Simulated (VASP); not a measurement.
# SnRu4 (P4/mmm) in VASP: single point with PBE

Aim: the single point of SnRu4 with PBE.

Program: VASP 6.6.1. These are calculated values, not measurements. Logs are shortened: lines on timing, memory, paths and dates and some standing lists are left out, and cuts for length are marked.

## (1) The cell of the first run

The structure is tetragonal, space group P4/mmm (No. 123). Conventional cell: a = 6.181 Å, b = 6.181 Å, c = 2.660 Å, α = 90.00°, β = 90.00°, γ = 90.00°. Within 3.5 Å of Sn (site symmetry 4/mmm) lie 2 Sn at 2.66 Å and 4 Ru at 2.74 Å. Ru (site symmetry m2m) has 4 Ru at 2.31 to 2.66 Å and 1 Sn at 2.74 Å within 3.1 Å.

The cell was generated, and may not be a known phase.

## (2) Single point, PBE

INCAR

```
SYSTEM = SnRu4
PREC = Accurate
ENCUT = 560
EDIFF = 1E-6
ISMEAR = 0
SIGMA = 0.1
LREAL = .FALSE.
LASPH = .TRUE.
NELM = 120
ALGO = Normal
ISIF = 2
LWAVE = .FALSE.
LCHARG = .FALSE.
GGA = PE
NBANDS = 47
GGA_COMPAT = .FALSE.
```

KPOINTS

```
regular mesh
0
G
  4 4 6
  0 0 0
```

POSCAR

```
SnRu4
1.0
    6.1810363794      0.0000000000      0.0000000000
    0.0000000000      6.1810363794      0.0000000000
    0.0000000000      0.0000000000      2.6596367876
Sn Ru
1 4
Direct
    0.5000000000      0.5000000000      0.5000000000
    0.1867411012      0.1867411012      0.5000000000
    0.8132588988      0.8132588988      0.5000000000
    0.1867411012      0.8132588988      0.5000000000
    0.8132588988      0.1867411012      0.5000000000
```

Potentials or basis: VASP PAW PBE potentials, release 64 (Sn_d, Ru_sv).

Started as:

```console
> cat potpaw_PBE.64/Sn_d/POTCAR potpaw_PBE.64/Ru_sv/POTCAR > POTCAR
> mpirun -np 1 vasp_std > vasp.out
```

OUTCAR:

```text
SYSTEM = SnRu4
   PREC = Accurate
   ENCUT = 560
   EDIFF = 1E-6
   ISMEAR = 0
   LREAL = .FALSE.
   LASPH = .TRUE.
   NELM = 120
   ISIF = 2
   GGA = PE

 ion  position               nearest neighbor table
   1  0.500  0.500  0.500-   2 2.74   3 2.74   4 2.74   5 2.74
   2  0.187  0.187  0.500-   4 2.31   5 2.31   1 2.74
   3  0.813  0.813  0.500-   4 2.31   5 2.31   1 2.74
   4  0.187  0.813  0.500-   2 2.31   3 2.31   1 2.74
   5  0.813  0.187  0.500-   2 2.31   3 2.31   1 2.74

  LATTYP: Found a simple tetragonal cell.
 ALAT       =     6.1810363794
 C/A-ratio  =     0.4302897806

  Lattice vectors:

 A1 = (   6.1810363794,   0.0000000000,   0.0000000000)
 A2 = (   0.0000000000,   6.1810363794,   0.0000000000)
 A3 = (   0.0000000000,   0.0000000000,   2.6596367876)

Analysis of symmetry for initial positions (statically):
=====================================================================
 Subroutine PRICEL returns:
 Original cell was already a primitive cell.

 Routine SETGRP: Setting up the symmetry group for a
 simple tetragonal supercell.

 Subroutine GETGRP returns: Found 16 space group operations
 (whereof 16 operations were pure point group operations)
 out of a pool of 16 trial point group operations.

The static configuration has the point symmetry D_4h.

Analysis of symmetry for dynamics (positions and initial velocities):
=====================================================================
 Subroutine PRICEL returns:
 Original cell was already a primitive cell.

 Routine SETGRP: Setting up the symmetry group for a
 simple tetragonal supercell.

 Subroutine GETGRP returns: Found 16 space group operations
 (whereof 16 operations were pure point group operations)
 out of a pool of 16 trial point group operations.

The dynamic configuration has the point symmetry D_4h.

 Subroutine INISYM returns: Found 16 space group operations
 (whereof 16 operations are pure point group operations),
 and found     1 'primitive' translations

----------------------------------------------------------------------------------------

                                     Primitive cell

  volume of cell :     101.6120

  direct lattice vectors                    reciprocal lattice vectors
     6.181036379  0.000000000  0.000000000     0.161785167  0.000000000  0.000000000
     0.000000000  6.181036379  0.000000000     0.000000000  0.161785167  0.000000000
     0.000000000  0.000000000  2.659636788     0.000000000  0.000000000  0.375991190

  length of vectors
     6.181036379  6.181036379  2.659636788     0.161785167  0.161785167  0.375991190

  position of ions in fractional coordinates (direct lattice)
     0.500000000  0.500000000  0.500000000
     0.186741101  0.186741101  0.500000000
     0.813258899  0.813258899  0.500000000
     0.186741101  0.813258899  0.500000000
     0.813258899  0.186741101  0.500000000

  ion indices of the primitive-cell ions
   primitive index   ion index
                 1           1
                 2           2
                 3           3
                 4           4
                 5           5

----------------------------------------------------------------------------------------

 KPOINTS: regular mesh

Automatic generation of k-mesh.
 Grid dimensions read from file:
 generate k-points for:    4    4    6

 Generating k-lattice:

  Cartesian coordinates                     Fractional coordinates (reciprocal lattice)
     0.040446292  0.000000000  0.000000000     0.250000000  0.000000000  0.000000000
     0.000000000  0.040446292  0.000000000     0.000000000  0.250000000  0.000000000
     0.000000000  0.000000000  0.062665198     0.000000000  0.000000000  0.166666667

  Length of vectors
     0.040446292  0.040446292  0.062665198

  Shift w.r.t. Gamma in fractional coordinates (k-lattice)
     0.000000000  0.000000000  0.000000000

 Subroutine IBZKPT returns following result:
 ===========================================

 Found     24 irreducible k-points:

 Following reciprocal coordinates:
            Coordinates               Weight
  0.000000  0.000000  0.000000      1.000000
  0.250000  0.000000  0.000000      4.000000
  0.500000  0.000000  0.000000      2.000000
  0.250000  0.250000  0.000000      4.000000
  0.500000  0.250000  0.000000      4.000000
  0.500000  0.500000  0.000000      1.000000
[... 16 lines left out ...]
  0.500000  0.250000  0.500000      4.000000
  0.500000  0.500000  0.500000      1.000000
   k-points           NKPTS =     24   k-points in BZ     NKDIM =     24   number of bands    NBANDS=     47
   number of dos      NEDOS =    301   number of ions     NIONS =      5
   total plane-waves  NPLWV =  55296
   dimension x,y,z NGX =    48 NGY =   48 NGZ =   24
   dimension x,y,z NGXF=    96 NGYF=   96 NGZF=   48
   ions per type =               1   4
   NGX,Y,Z   is equivalent  to a cutoff of  12.91, 12.91, 15.00 a.u.
   NGXF,Y,Z  is equivalent  to a cutoff of  25.82, 25.82, 30.00 a.u.
 SYSTEM =  SnRu4
   PREC   = accura    normal or accurate (medium, high low for compatibility)
   ISTART =      0    job   : 0-new  1-cont  2-samecut
   ICHARG =      2    charge: 1-file 2-atom 10-const
   ISPIN  =      1    spin polarized calculation?
   LNONCOLLINEAR =      F non collinear calculations
   LSORBIT =      F    spin-orbit coupling
   LASPH  =      T    aspherical Exc in radial PAW
   ENCUT  =  560.0 eV  41.16 Ry    6.42 a.u.  11.93 11.93  5.13*2*pi/ulx,y,z
   NELM   =    120;   NELMIN=  2; NELMDL= -5     # of ELM steps
   EDIFF  = 0.1E-05   stopping-criterion for ELM
   LREAL  =      F    real-space projection
   EDIFFG = 0.1E-04   stopping-criterion for IOM
   NSW    =      0    number of steps for IOM
   IBRION =     -1    ionic relax: 0-MD 1-quasi-New 2-CG
   NFREE  =      0    steps in history (QN), initial steepest desc. (CG)
   ISIF   =      2    stress and relaxation
   ISYM   =      2    0-nonsym 1-usesym 2-fastsym
   POTIM  = 0.5000    time-step for ionic-motion
   TEBEG  =    0.0;   TEEND  =   0.0 temperature during run
   PSTRESS=    0.0 pullay stress
   NELECT =      78.0000    total number of electrons
   NUPDOWN=      -1.0000    fix difference up-down
   EMIN   =  10.00;   EMAX   =-10.00  energy-range for DOS
   EFERMI =   0.00;   METHOD = LEGACY
   ISMEAR =     0;   SIGMA  =   0.10  broadening in eV -4-tet -1-fermi 0-gaus
   EFERMI_NEDOS =   21; number of points for ismear=-14 and -15
   IALGO  =     38    algorithm
   IMIX   =      4    mixing-type and parameters
     AMIX     =   0.40;   BMIX     =  1.00
     AMIX_MAG =   1.60;   BMIX_MAG =  1.00
  volume/ion in A,a.u.               =      20.32       137.14
  Fermi-wavevector in a.u.,A,eV,Ry     =   1.498965  2.832632 30.570862  2.246895
  Thomas-Fermi vector in A             =   2.610656
   LORBIT       =      0    0 simple, 1 ext, 2 COOP (PROOUT), +10 PAW based schemes
   GGA     = PE    functional components
   LHFCALC =     F    Hartree Fock is set to
   AEXX    =    0.0000 exact exchange contribution
   IVDW    =     0    specifies the selected vdW correction
   LEPSILON=     F    determine dielectric tensor
   LRPA    =     F    only Hartree local field effects (RPA)
 non-spin polarized calculation
 Gauss-broadening in eV      SIGMA  =   0.10
  energy-cutoff  :      560.00
  volume of cell :      101.61
 maximum number of plane-waves:      3082
 NGX is ok and might be reduce to    48
   NGX = 23   NGY = 23   NGZ = 11

 number of electron      78.0000005 magnetization

 Free energy of the ion-electron system (eV)
  ---------------------------------------------------
  ext. energy  EPLUGINS =         0.00000000
  ---------------------------------------------------
  free energy    TOTEN  =       -35.83381250 eV

  energy without entropy =      -35.81352936  energy(sigma->0) =      -35.82367093

 E-fermi :   9.3431     XC(G=0): -11.4747

 val. band max:        9.2805295181   @ k =   0.0000   0.0000   0.0000
 cond. band min:       9.3804117087   @ k =   0.2500   0.2500   0.3333
 fundamental gap:      0.0998821905
 Fermi energy:         9.3431026563

 k-point     1 :       0.0000    0.0000    0.0000
  band No.  band energies     occupation
      1     -63.5978      2.00000
      2     -63.4355      2.00000
      3     -63.4355      2.00000
      4     -63.2764      2.00000
      5     -34.1553      2.00000
      6     -34.0260      2.00000
[... 39 lines left out ...]
     46      10.9302      0.00000
     47      12.7352      0.00000

 k-point     2 :       0.2500    0.0000    0.0000
  band No.  band energies     occupation
      1     -63.5977      2.00000
      2     -63.4356      2.00000
      3     -63.4355      2.00000
      4     -63.2765      2.00000
      5     -34.1537      2.00000
      6     -34.0248      2.00000
[... 39 lines left out ...]
     46      10.8779      0.00000
     47      11.6715      0.00000

 k-point     3 :       0.5000    0.0000    0.0000
  band No.  band energies     occupation
      1     -63.5977      2.00000
      2     -63.4357      2.00000
      3     -63.4354      2.00000
      4     -63.2765      2.00000
      5     -34.1522      2.00000
      6     -34.0236      2.00000
[... 39 lines left out ...]
     46      11.3233      0.00000
     47      11.6302      0.00000

 k-point     4 :       0.2500    0.2500    0.0000
  band No.  band energies     occupation
      1     -63.5977      2.00000
      2     -63.4356      2.00000
      3     -63.4356      2.00000
      4     -63.2765      2.00000
      5     -34.1525      2.00000
      6     -34.0236      2.00000
[... 939 lines left out ...]
     46      13.4936      0.00000
     47      13.7770      0.00000

 k-point    23 :       0.5000    0.2500    0.5000
  band No.  band energies     occupation
      1     -63.5315      2.00000
      2     -63.3716      2.00000
      3     -63.3715      2.00000
      4     -63.2145      2.00000
      5     -34.0768      2.00000
      6     -33.9501      2.00000
[... 39 lines left out ...]
     46      13.9648      0.00000
     47      14.2058      0.00000

 k-point    24 :       0.5000    0.5000    0.5000
  band No.  band energies     occupation
      1     -63.5314      2.00000
      2     -63.3715      2.00000
      3     -63.3715      2.00000
      4     -63.2146      2.00000
      5     -34.0761      2.00000
      6     -33.9491      2.00000
[... 39 lines left out ...]
     46      13.7970      0.00000
     47      13.9213      0.00000

------------------------ aborting loop because EDIFF is reached ----------------------------------------

  FORCE on cell =-STRESS in cart. coord.  units (eV):
  Direction    XX          YY          ZZ          XY          YZ          ZX
  --------------------------------------------------------------------------------------
  -------------------------------------------------------------------------------------
  Total       -0.0668826     -0.0668826     -0.2490907      0.0000000     -0.0000000      0.0000000
  in kB       -1.0545778     -1.0545778     -3.9275634      0.0000000     -0.0000000      0.0000000
  external PRESSURE =      -2.0122397 kB  Pullay stress =       0.0000000 kB

 VOLUME and BASIS-vectors are now :
 -----------------------------------------------------------------------------
  energy-cutoff  :      560.00
  volume of cell :      101.61
      direct lattice vectors                 reciprocal lattice vectors
     6.181036379  0.000000000  0.000000000     0.161785167  0.000000000  0.000000000
     0.000000000  6.181036379  0.000000000     0.000000000  0.161785167  0.000000000
     0.000000000  0.000000000  2.659636788     0.000000000  0.000000000  0.375991190

 POSITION                                       TOTAL-FORCE (eV/Angst)
 -----------------------------------------------------------------------------------
      3.09052      3.09052      1.32982         0.000000      0.000000      0.000000
      1.15425      1.15425      1.32982         0.007651      0.007651      0.000000
      5.02678      5.02678      1.32982        -0.007651     -0.007651     -0.000000
      1.15425      5.02678      1.32982         0.007651     -0.007651      0.000000
      5.02678      1.15425      1.32982        -0.007651      0.007651     -0.000000
 -----------------------------------------------------------------------------------
    total drift:                                0.000000     -0.000000      0.000000

  FREE ENERGIE OF THE ION-ELECTRON SYSTEM (eV)
  ---------------------------------------------------
  free  energy   TOTEN  =       -35.8338124974 eV

  energy  without entropy=      -35.8135293605  energy(sigma->0) =      -35.82367093
```

Run time: 41 s. Hardware: 1 thread of Intel Xeon 6975P-C (Granite Rapids), shared host; peak memory 0.27 GiB.

What came out:

```
Free energy            : -35.8338 eV
Pressure               : -0.2 GPa
Largest force          : 0.011 eV/Å
Band gap on the k mesh : zero (bands 39 and 40 overlap by 1.13 eV)
```

Forces in eV/Å, atoms in the order of the input:
```
Sn   0.000  0.000  0.000
Ru   0.008  0.008  0.000
Ru  -0.008 -0.008  0.000
Ru   0.008 -0.008  0.000
Ru  -0.008  0.008  0.000
```

Caveat: the k points lie up to 0.39 Å⁻¹ apart, too coarse for converged energies and pressures of a metal; spin-orbit coupling is left out, which moves the levels of the heavy elements.

The gap in the log of VASP goes by the Fermi energy; the results here count the filled bands.